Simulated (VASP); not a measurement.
# SiC (Cm) in VASP: relaxation of the atoms with PBE

Aim: the relaxation of the atoms of SiC with PBE.

All numbers are computed with VASP 6.6.1; they aren't measurements. Logs are shortened: lines on timing, memory, paths and dates and some standing lists are left out, and cuts for length are marked.

### Step 1. The cell of the first run

The structure is monoclinic, space group Cm (No. 8). Conventional cell: a = 5.339 Å, b = 3.097 Å, c = 3.097 Å, α = 90.00°, β = 124.88°, γ = 90.00°. Within 2.5 Å of Si (site symmetry m) lie 4 C at 1.89 to 1.91 Å. Within 2.5 Å of C (site symmetry m) lie 4 Si at 1.89 to 1.91 Å.

### Step 2. Relaxation of the atoms, PBE (shear of c along a, cell held: +1.0 %)

Contents of INCAR:

```
ALGO = Normal
EDIFF = 1E-7
EDIFFG = -0.008
ENCUT = 520
GGA = PE
IBRION = 2
ISIF = 2
ISMEAR = 0
LASPH = T
LCHARG = F
LREAL = F
LWAVE = F
NELM = 80
NSW = 60
PREC = Accurate
SIGMA = 0.02
```

Contents of KPOINTS:

```
k-points
0
Gamma
  10 10 6
```

Contents of POSCAR:

```
SiC
1.0
    2.1898629696      2.1898629696      0.0000000000
   -2.1898629696      2.1898629696      0.0000000000
    0.0309693391      0.0309693391      4.3797259393
Si C
2 2
Direct
    0.5000000000      0.0000000000      0.7500000000
    0.0000000000      0.5000000000      0.2500000000
    0.0000000000      0.0000000000      0.0000000000
    0.5000000000      0.5000000000      0.5000000000
```

Potentials or basis: VASP PAW PBE potentials, release 64 (Si, C).

Run with:

```sh
$ cat potpaw_PBE.64/Si/POTCAR potpaw_PBE.64/C/POTCAR > POTCAR
$ mpirun -np 1 vasp_std > vasp.out
```

OUTCAR:

```text
EDIFF = 1E-7
   EDIFFG = -0.008
   ENCUT = 520
   GGA = PE
   IBRION = 2
   ISIF = 2
   ISMEAR = 0
   LASPH = T
   LREAL = F
   NELM = 80
   NSW = 60
   PREC = Accurate

 ion  position               nearest neighbor table
   1  0.500  0.000  0.750-   3 1.89   4 1.90   4 1.90   3 1.91   2 3.09   2 3.09   2 3.09   2 3.09
                             2 3.11   2 3.11   2 3.11   2 3.11
   2  0.000  0.500  0.250-   4 1.89   3 1.90   3 1.90   4 1.91   1 3.09   1 3.09   1 3.09   1 3.09
                             1 3.11   1 3.11   1 3.11   1 3.11
   3  0.000  0.000  0.000-   1 1.89   2 1.90   2 1.90   1 1.91
   4  0.500  0.500  0.500-   2 1.89   1 1.90   1 1.90   2 1.91

  LATTYP: Found a simple monoclinic cell.
 ALAT       =     3.0969339113
 B/A-ratio  =     1.0000000000
 C/A-ratio  =     1.4142842713
 COS(beta)  =    -0.0099995000

  Lattice vectors:

 A1 = (   2.1898629696,   2.1898629696,   0.0000000000)
 A2 = (   2.1898629696,  -2.1898629696,   0.0000000000)
 A3 = (  -0.0309693391,  -0.0309693391,  -4.3797259393)

Analysis of symmetry for initial positions (statically):
=====================================================================
 Subroutine PRICEL returns following result:

  LATTYP: Found a base centered monoclinic cell.
 ALAT       =     5.3388802870
 B/A-ratio  =     0.5800718025
 C/A-ratio  =     0.5800718025
 COS(beta)  =    -0.5718683484

  Lattice vectors:

 A1 = (  -2.1743783001,   0.0154846695,   2.1898629697)
 A2 = (   0.0154846695,  -2.1743783001,   2.1898629697)
 A3 = (   2.1898629696,   2.1898629696,  -0.0000000000)

   2 primitive cells build up your supercell.

 Routine SETGRP: Setting up the symmetry group for a
 simple monoclinic supercell.

 Subroutine GETGRP returns: Found  2 space group operations
 (whereof  2 operations were pure point group operations)
 out of a pool of  4 trial point group operations.

The static configuration has the point symmetry C_1h.

Analysis of symmetry for dynamics (positions and initial velocities):
=====================================================================
 Subroutine PRICEL returns following result:

  LATTYP: Found a base centered monoclinic cell.
 ALAT       =     5.3388802870
 B/A-ratio  =     0.5800718025
 C/A-ratio  =     0.5800718025
 COS(beta)  =    -0.5718683484

  Lattice vectors:

 A1 = (  -2.1743783001,   0.0154846695,   2.1898629697)
 A2 = (   0.0154846695,  -2.1743783001,   2.1898629697)
 A3 = (   2.1898629696,   2.1898629696,  -0.0000000000)

   2 primitive cells build up your supercell.

 Routine SETGRP: Setting up the symmetry group for a
 simple monoclinic supercell.

 Subroutine GETGRP returns: Found  2 space group operations
 (whereof  2 operations were pure point group operations)
 out of a pool of  4 trial point group operations.

The dynamic configuration has the point symmetry C_1h.

 Subroutine INISYM returns: Found  2 space group operations
 (whereof  2 operations are pure point group operations),
 and found     2 'primitive' translations

----------------------------------------------------------------------------------------

                                     Primitive cell

  volume of cell :      21.0030

  direct lattice vectors                    reciprocal lattice vectors
    -2.174378300  0.015484670  2.189862970    -0.228324789  0.228324789  0.228324789
     0.015484670 -2.174378300  2.189862970     0.228324789 -0.228324789  0.228324789
     2.189862970  2.189862970 -0.000000000     0.228324789  0.228324789  0.225095789

  length of vectors
     3.086042870  3.086042870  3.096933911     0.395470135  0.395470135  0.393614700

  position of ions in fractional coordinates (direct lattice)
     0.750000000  0.750000000  0.250000000
     0.000000000  0.000000000  0.000000000

  ion indices of the primitive-cell ions
   primitive index   ion index
                 1           1
                 2           3

----------------------------------------------------------------------------------------

 KPOINTS: k-points

Automatic generation of k-mesh.
 Grid dimensions read from file:
 generate k-points for:   10   10    6

 Generating k-lattice:

  Cartesian coordinates                     Fractional coordinates (reciprocal lattice)
     0.022832479  0.022832479 -0.000322900     0.100000000  0.000000000  0.000000000
    -0.022832479  0.022832479  0.000000000     0.000000000  0.100000000  0.000000000
     0.000000000  0.000000000  0.038054131     0.000000000  0.000000000  0.166666667

  Length of vectors
     0.032291616  0.032290001  0.038054131

  Shift w.r.t. Gamma in fractional coordinates (k-lattice)
     0.000000000  0.000000000  0.000000000

 Subroutine IBZKPT returns following result:
 ===========================================

 Found    192 irreducible k-points:

 Following reciprocal coordinates:
            Coordinates               Weight
  0.000000  0.000000  0.000000      1.000000
  0.100000  0.000000  0.000000      2.000000
  0.200000  0.000000  0.000000      2.000000
  0.300000  0.000000  0.000000      2.000000
  0.400000  0.000000  0.000000      2.000000
  0.500000  0.000000  0.000000      1.000000
[... 16 lines left out ...]
  0.400000  0.300000  0.000000      4.000000
  0.500000  0.300000 -0.000000      2.000000
 [... further k-points ...]
   k-points           NKPTS =    192   k-points in BZ     NKDIM =    192   number of bands    NBANDS=     12
   number of dos      NEDOS =    301   number of ions     NIONS =      4
   total plane-waves  NPLWV =  20736
   dimension x,y,z NGX =    24 NGY =   24 NGZ =   36
   dimension x,y,z NGXF=    48 NGYF=   48 NGZF=   72
   ions per type =               2   2
   NGX,Y,Z   is equivalent  to a cutoff of  12.88, 12.88, 13.66 a.u.
   NGXF,Y,Z  is equivalent  to a cutoff of  25.77, 25.77, 27.33 a.u.
 SYSTEM =  unknown system
   PREC   = accura    normal or accurate (medium, high low for compatibility)
   ISTART =      0    job   : 0-new  1-cont  2-samecut
   ICHARG =      2    charge: 1-file 2-atom 10-const
   ISPIN  =      1    spin polarized calculation?
   LNONCOLLINEAR =      F non collinear calculations
   LSORBIT =      F    spin-orbit coupling
   LASPH  =      T    aspherical Exc in radial PAW
   ENCUT  =  520.0 eV  38.22 Ry    6.18 a.u.   5.76  5.76  8.14*2*pi/ulx,y,z
   NELM   =     80;   NELMIN=  2; NELMDL= -5     # of ELM steps
   EDIFF  = 0.1E-06   stopping-criterion for ELM
   LREAL  =      F    real-space projection
   EDIFFG = -.8E-02   stopping-criterion for IOM
   NSW    =     60    number of steps for IOM
   IBRION =      2    ionic relax: 0-MD 1-quasi-New 2-CG
   NFREE  =      1    steps in history (QN), initial steepest desc. (CG)
   ISIF   =      2    stress and relaxation
   ISYM   =      2    0-nonsym 1-usesym 2-fastsym
   POTIM  = 0.5000    time-step for ionic-motion
   TEBEG  =    0.0;   TEEND  =   0.0 temperature during run
   PSTRESS=    0.0 pullay stress
   NELECT =      16.0000    total number of electrons
   NUPDOWN=      -1.0000    fix difference up-down
   EMIN   =  10.00;   EMAX   =-10.00  energy-range for DOS
   EFERMI =   0.00;   METHOD = LEGACY
   ISMEAR =     0;   SIGMA  =   0.02  broadening in eV -4-tet -1-fermi 0-gaus
   EFERMI_NEDOS =   21; number of points for ismear=-14 and -15
   IALGO  =     38    algorithm
   IMIX   =      4    mixing-type and parameters
     AMIX     =   0.40;   BMIX     =  1.00
     AMIX_MAG =   1.60;   BMIX_MAG =  1.00
  volume/ion in A,a.u.               =      10.50        70.87
  Fermi-wavevector in a.u.,A,eV,Ry     =   1.186710  2.242556 19.160817  1.408280
  Thomas-Fermi vector in A             =   2.322877
   LORBIT       =      0    0 simple, 1 ext, 2 COOP (PROOUT), +10 PAW based schemes
   GGA     = PE    functional components
   LHFCALC =     F    Hartree Fock is set to
   AEXX    =    0.0000 exact exchange contribution
   IVDW    =     0    specifies the selected vdW correction
   LEPSILON=     F    determine dielectric tensor
   LRPA    =     F    only Hartree local field effects (RPA)
 conjugate gradient relaxation of ions
 non-spin polarized calculation
 Gauss-broadening in eV      SIGMA  =   0.02
  energy-cutoff  :      520.00
  volume of cell :       42.01
 maximum number of plane-waves:      1168
   NGX = 11   NGY = 11   NGZ = 17

--------------------------------------- Ionic step        1  -------------------------------------------

 number of electron      15.9999997 magnetization

 Free energy of the ion-electron system (eV)
  ---------------------------------------------------
  ext. energy  EPLUGINS =         0.00000000
  ---------------------------------------------------
  free energy    TOTEN  =       -30.11840625 eV

  energy without entropy =      -30.11840625  energy(sigma->0) =      -30.11840625

------------------------ aborting loop because EDIFF is reached ----------------------------------------

  FORCE on cell =-STRESS in cart. coord.  units (eV):
  Direction    XX          YY          ZZ          XY          YZ          ZX
  --------------------------------------------------------------------------------------
  -------------------------------------------------------------------------------------
  Total       -0.0102370     -0.0102370     -0.0008996      0.0021698     -0.4893671     -0.4893671
  in kB       -0.3904561     -0.3904561     -0.0343140      0.0827581    -18.6652816    -18.6652816
  external PRESSURE =      -0.2717421 kB  Pullay stress =       0.0000000 kB
[... 61 lines left out ...]
  energy  without entropy=      -30.1185190956  energy(sigma->0) =      -30.11851910

--------------------------------------- Ionic step        3  -------------------------------------------

 number of electron      15.9999997 magnetization

 Free energy of the ion-electron system (eV)
  ---------------------------------------------------
  ext. energy  EPLUGINS =         0.00000000
  ---------------------------------------------------
  free energy    TOTEN  =       -30.11871366 eV

  energy without entropy =      -30.11871366  energy(sigma->0) =      -30.11871366

 E-fermi :   8.1419     XC(G=0): -11.2912

 val. band max:        7.9878435991   @ k =   0.0000   0.0000   0.0000
 cond. band min:       9.3083555289   @ k =   0.5000   0.5000   0.0000
 fundamental gap:      1.3205119298
 Fermi energy:         8.1418727938

 k-point     1 :       0.0000    0.0000    0.0000
  band No.  band energies     occupation
      1      -7.3463      2.00000
      2      -2.3990      2.00000
      3       0.1926      2.00000
      4       4.7840      2.00000
      5       4.7859      2.00000
      6       7.8936      2.00000
      7       7.9401      2.00000
      8       7.9878      2.00000
      9       9.3111      0.00000
     10      12.2116      0.00000
     11      13.9785      0.00000
     12      15.0516      0.00000
[... 331 lines left out ...]
 k-point    24 :       0.5000    0.3000   -0.0000
  band No.  band energies     occupation
      1      -3.3690      2.00000
      2      -3.3690      2.00000
      3       1.4721      2.00000
      4       1.4721      2.00000
      5       4.3118      2.00000
      6       4.3118      2.00000
      7       4.6732      2.00000
      8       4.6732      2.00000
      9      10.8597      0.00000
     10      10.8597      0.00000
     11      13.6101      0.00000
     12      13.6101      0.00000

 [... further k-points ...]

------------------------ aborting loop because EDIFF is reached ----------------------------------------

  FORCE on cell =-STRESS in cart. coord.  units (eV):
  Direction    XX          YY          ZZ          XY          YZ          ZX
  --------------------------------------------------------------------------------------
  -------------------------------------------------------------------------------------
  Total       -0.0136995     -0.0136995     -0.0051510     -0.0045184     -0.4461476     -0.4461476
  in kB       -0.5225237     -0.5225237     -0.1964685     -0.1723389    -17.0168163    -17.0168163
  external PRESSURE =      -0.4138386 kB  Pullay stress =       0.0000000 kB
[... 19 lines left out ...]
  FREE ENERGIE OF THE ION-ELECTRON SYSTEM (eV)
  ---------------------------------------------------
  free  energy   TOTEN  =       -30.1187136641 eV

  energy  without entropy=      -30.1187136641  energy(sigma->0) =      -30.11871366

 reached required accuracy - stopping structural energy minimisation
```

Run time: 45 s. Hardware: 1 thread of Intel Xeon 6975P-C (Granite Rapids), shared host; peak memory 0.21 GiB.

What came out:

| Quantity | Value |
| --- | --- |
| Free energy | -30.1187 eV |
| Energy gained by relaxing | 0.1 meV/atom |
| Ionic steps | 3 |
| Pressure after relaxing | 0.0 GPa |
| Band gap on the k mesh | 1.32 eV |

Stress tensor (GPa, compression positive):
```
-0.05 -0.02 -1.70
-0.02 -0.05 -1.70
-1.70 -1.70 -0.02
```

Step by step:
```tsv
step	energy change (eV)	largest force (eV/Å)	pressure (GPa)
1	0.0000	0.0757	-0.03
2	-0.0001	0.0601	-0.05
3	-0.0003	0.0017	-0.04
```

Final structure:
```yaml
crystal:
  lattice:
    - [2.18986, 2.18986, 0.00000]
    - [-2.18986, 2.18986, 0.00000]
    - [0.03097, 0.03097, 4.37973]
  atoms:
    - { symbol: Si, position: [0.50066, 0.00000, 0.74998] }
    - { symbol: Si, position: [0.00066, 0.50000, 0.24998] }
    - { symbol: C, position: [0.99934, 0.00000, 0.00002] }
    - { symbol: C, position: [0.49934, 0.50000, 0.50002] }
```

Caveat: the cell differs from its parent crystal (shear of c along a, cell held: +1.0 %). A k mesh can miss the band edges.
